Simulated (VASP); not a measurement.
Set up this calculation in VASP 6.6.1, as the native input.

| Property | Result |
| --- | --- |
| Task | single point |
| Functional | r2SCAN |
| Potentials or basis | VASP PAW PBE potentials, release 64 (K_sv) |
| Cutoff | 520 eV |
| k mesh | 6 × 6 × 6 |
| Occupations | gaussian, width 0.1 eV |
| Spin | no spin polarisation |
| Dipole correction | no |
| Further INCAR settings | ALGO = Normal; EDIFF = 1e-06; NBANDS = 16 |

The system is K.

```
K
1.0
    -2.20811    2.20811    8.04587
     2.20811   -2.20811    8.04587
     2.20811    2.20811   -8.04587
K
2
Direct
  0.25000 0.75000 0.50000
  0.50000 0.50000 0.00000
```

One way to write it, as run:

POSCAR

```
K
1.0
   -2.2081090471      2.2081090471      8.0458679461
    2.2081090471     -2.2081090471      8.0458679461
    2.2081090471      2.2081090471     -8.0458679461
K
2
Direct
    0.2500000000      0.7500000000      0.5000000000
    0.5000000000      0.5000000000      0.0000000000
```

INCAR.step1

```
PREC     = Accurate       # precision mode
ENCUT    = 520            # plane-wave cutoff, eV
ISMEAR   = 0              # smearing method
SIGMA    = 0.1            # smearing width, eV
LREAL    = F              # projectors in reciprocal space
LASPH    = T              # aspherical terms in the spheres
NELM     = 100            # most SCF steps
NBANDS   = 16             # bands
GGA      = PE             # functional
ALGO     = Normal         # electronic algorithm
EDIFF    = 1E-4           # SCF threshold, eV
LWAVE    = T              # write WAVECAR
LCHARG   = F              # write CHGCAR
```

INCAR.step2

```
PREC     = Accurate       # precision mode
ENCUT    = 520            # plane-wave cutoff, eV
EDIFF    = 1E-6           # SCF threshold, eV
ISMEAR   = 0              # smearing method
SIGMA    = 0.1            # smearing width, eV
LREAL    = F              # projectors in reciprocal space
LASPH    = T              # aspherical terms in the spheres
NELM     = 100            # most SCF steps
ALGO     = Normal         # electronic algorithm
ISIF     = 2              # what is computed and relaxed
LWAVE    = F              # write WAVECAR
LCHARG   = F              # write CHGCAR
METAGGA  = R2SCAN         # meta-GGA
LMIXTAU  = T            
NBANDS   = 16             # bands
ISTART   = 1
```

KPOINTS

```
Automatic mesh
0
Gamma
  6 6 6
```

Potentials or basis: VASP PAW PBE potentials, release 64 (K_sv).

The run is started by

```console
$ cat potpaw_PBE.64/K_sv/POTCAR > POTCAR
$ cp INCAR.step1 INCAR
$ mpirun -np 1 vasp_std > vasp.out
$ cp INCAR.step2 INCAR
$ mpirun -np 1 vasp_std > vasp.out
```

It gave:

The pressure is 0.0 GPa and the band gap on the k mesh is zero (bands 9 and 10 overlap by 2.90 eV).

Caveat: the PAW data sets were made with another functional, which shifts forces and pressure a little.

Run time: 8.3 min on 1 thread of Intel(R) Xeon(R) Platinum 8488C (Sapphire Rapids), with other jobs on the host, peak memory 0.62 GiB.
